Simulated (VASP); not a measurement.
HgTe, 2 atoms in the cell. It takes space group F-43m (No. 216, cubic). The conventional cell has a = 6.540 Å, b = 6.540 Å, c = 6.540 Å, α = 90.00°, β = 90.00°, γ = 90.00°. Within 3.7 Å of Hg (site symmetry -43m) lie 4 Te at 2.83 Å. Te (site symmetry -43m) has 4 Hg at 2.83 Å within 3.7 Å. 

* Program: VASP 6.6.1
* Task: single point
* Functional: PBE
* Potentials or basis: VASP PAW PBE potentials, release 64 (Hg, Te)
* Cutoff: 520 eV
* k mesh: 10 × 10 × 10
* Occupations: gaussian, width 0.05 eV
* Spin: non-collinear spin, zero start, spin-orbit coupling
* Starting moments: [[0.0, 0.0, 0.0], [0.0, 0.0, 0.0]] μB
* Dipole correction: no
* Further INCAR settings: ALGO = Normal; EDIFF = 1e-06; NBANDS = 30

Potentials or basis: VASP PAW PBE potentials, release 64 (Hg, Te).

The run is started by

```bash
$ cat potpaw_PBE.64/Hg/POTCAR potpaw_PBE.64/Te/POTCAR > POTCAR
$ mpirun -np 1 vasp_ncl > vasp.out
```

Hardware: 1 thread of Oxide Virtual Turin-like Processor, on a shared host.

Question: Estimate the wall time of this run.

Answer: Wall time 7 min on 1 thread of Oxide Virtual Turin-like Processor (shared host), peak memory 0.49 GiB. Counts: scf iterations 13, k points 73.
